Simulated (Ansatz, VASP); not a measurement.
**Zr4ScCu: VASP beside Ansatz**

```xyz
12
Lattice="5.6186 0.0000 0.0000 0.0000 3.2503 0.0000 -0.0155 0.0000 14.4038" Properties=species:S:1:pos:R:3 pbc="T T T"
Zr    3.1617    0.8126    4.4379
Zr    0.5130    2.4377    4.6203
Zr    3.3010    0.8126   12.6245
Zr    0.4530    2.4377   12.1741
Zr    2.3021    2.4377    1.7793
Zr    5.1500    0.8126    2.2297
Zr    2.4413    2.4377    9.9659
Zr    5.0900    0.8126    9.7835
Sc    1.4180    0.8126    7.2308
Sc    4.1851    2.4377    7.1730
Cu    0.9672    0.8126   14.3058
Cu    4.6358    2.4377    0.0980
```

Change from the starting cell: the structure that the rattled cell fell into.

Alike in both runs: task relaxation of cell and atoms; functional PBE; k mesh 6 × 10 × 2; occupations gaussian, width 0.1 eV; no spin polarisation.

|  | VASP | Ansatz |
| --- | --- | --- |
| version | VASP 6.6.1 | Ansatz 0.2.0 |
| potentials or method | VASP PAW PBE potentials, release 64 (Zr_sv, Sc_sv, Cu), cutoff 600 eV | scalar-relativistic, plane waves, PAW |
| valence electrons in the cell | 140 | 156 |

|  | VASP | Ansatz | Ansatz less VASP |
| --- | --- | --- | --- |
| gap on the k mesh at the Fermi level, each at its own relaxed structure (eV) | none | none | - |
| relaxed volume (Å³/atom) | 21.89 | 21.87 | -0.017 |
| relaxed cell length with the largest relative difference (Å) | 14.391 | 14.381 | -0.0102 |

A gap of «none» marks a metal or a gap that the smearing closes. VASP's potentials hold 140 valence electrons a cell and Ansatz's 156, so a difference there can come from the potentials and not from the codes.
